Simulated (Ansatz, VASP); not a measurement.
**SrO in VASP and in Ansatz**

File INCAR:

```
SYSTEM = SrO
  ALGO = Normal
  EDIFF = 1E-7
  ENCUT = 520
  GGA = PE
  ISIF = 2
  ISMEAR = -1
  LASPH = .True.
  LCHARG = .True.
  LELF = .True.
  LREAL = .False.
  LVHAR = .True.
  LWAVE = .False.
  NBANDS = 15
  NELM = 60
  PREC = Accurate
  SIGMA = 0.02
```

File KPOINTS:

```
k-points
0
Gamma
  8 8 8
  0 0 0
```

The input POSCAR:

```
SrO
1.0
    0.0000000000      2.5798923265      2.5798923265
    2.5798923265      0.0000000000      2.5798923265
    2.5798923265      2.5798923265      0.0000000000
Sr O
1 1
Direct
    0.0000000000      0.0000000000      0.0000000000
    0.5000000000      0.5000000000      0.5000000000
```

Input for Ansatz:

```yaml
crystal:
  lattice:
    - [0.0, 2.5798923265, 2.5798923265]
    - [2.5798923265, 0.0, 2.5798923265]
    - [2.5798923265, 2.5798923265, 0.0]
  atoms:
    - { symbol: Sr, position: [0.0, 0.0, 0.0] }
    - { symbol: O, position: [0.5, 0.5, 0.5] }
kpoints:
  mp_grid: { grid: [8, 8, 8] }
  band_path:
    path:
      - [0.0, 0.0, 0.0]
      - [0.5, 0.0, 0.5]
      - [0.625, 0.25, 0.625]
      - [0.375, 0.375, 0.75]
      - [0.5, 0.5, 0.5]
      - [0.5, 0.25, 0.75]
      - [0.0, 0.5, 0.5]
    npoints: 1
hamiltonian:
  xc: pbe
scf:
  occupations: { method: fermi_dirac, width: 0.02 }
  n_extra_bands: 4
output:
  forces: true
  stress: true
  eigenvalues: true
```

Alike in both runs: task single point; functional PBE; k mesh 8 × 8 × 8; occupations fermi-dirac, width 0.02 eV; no spin polarisation.

```csv
,VASP,Ansatz
version,VASP 6.6.1,Ansatz 0.2.0
potentials or method,"VASP PAW PBE potentials, release 64 (Sr_sv, O)","plane waves, PAW"
plane-wave cutoff (eV),520,420
valence electrons in the cell,16,16
```

Ansatz gave:

| Item | Value |
| --- | --- |
| gap on the k mesh at the Fermi level (eV) | 3.32 |
| pressure (GPa) | 1.8 |

Question: Estimate VASP's values.

Answer: gap on the k mesh at the Fermi level (eV): 3.27; pressure (GPa): 2.4.
